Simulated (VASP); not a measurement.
Input of a VASP 6.6.1 run:

File POSCAR:

```
Ir
1.0
    2.8053401807      0.0000000000      0.0000000000
   -1.4026700903      2.4294958627      0.0000000000
    0.0000000000      0.0000000000      4.5498081014
Ir
2
Direct
    0.3333333333      0.6666666667      0.2500000000
    0.6666666667      0.3333333333      0.7500000000
```

Contents of INCAR.step1:

```
PREC = Accurate ; ENCUT = 550
ISMEAR = -1 ; SIGMA = 0.05
LREAL = False ; LASPH = True
NELM = 120 ; NBANDS = 16
GGA = PE ; ALGO = Normal
EDIFF = 1E-5 ; LWAVE = True
LCHARG = False ; GGA_COMPAT = False
```

The input INCAR.step2:

```
PREC = Accurate ; ENCUT = 550
EDIFF = 1E-6 ; ISMEAR = -1
SIGMA = 0.05 ; LREAL = False
LASPH = True ; NELM = 120
ALGO = Normal ; ISIF = 2
LWAVE = False ; LCHARG = False
METAGGA = R2SCAN ; LMIXTAU = True
NBANDS = 16 ; ISTART = 1
GGA_COMPAT = False
```

The input KPOINTS:

```
Automatic mesh
0
Gamma
  11 11 6
```

Potentials or basis: VASP PAW PBE potentials, release 64 (Ir).

The run is started by

```sh
$ cat potpaw_PBE.64/Ir/POTCAR > POTCAR
$ cp INCAR.step1 INCAR
$ mpirun -np 1 vasp_std > vasp.out
$ cp INCAR.step2 INCAR
$ mpirun -np 1 vasp_std > vasp.out
```

Q: What does it give for the pressure?

A: -23.3 GPa.

Q: Predict the band gap on the k mesh.

A: Zero (band 9 reaches 9.59 eV, above the bottom of band 10 at 6.72 eV).

Stress tensor (GPa, compression positive):
```
-23.10   0.00   0.00
  0.00 -23.10   0.00
  0.00   0.00 -23.82
```

Caveat: the PAW data sets were made with another functional, which shifts forces and pressure a little; spin-orbit coupling is left out, which moves the levels of the heavy elements.
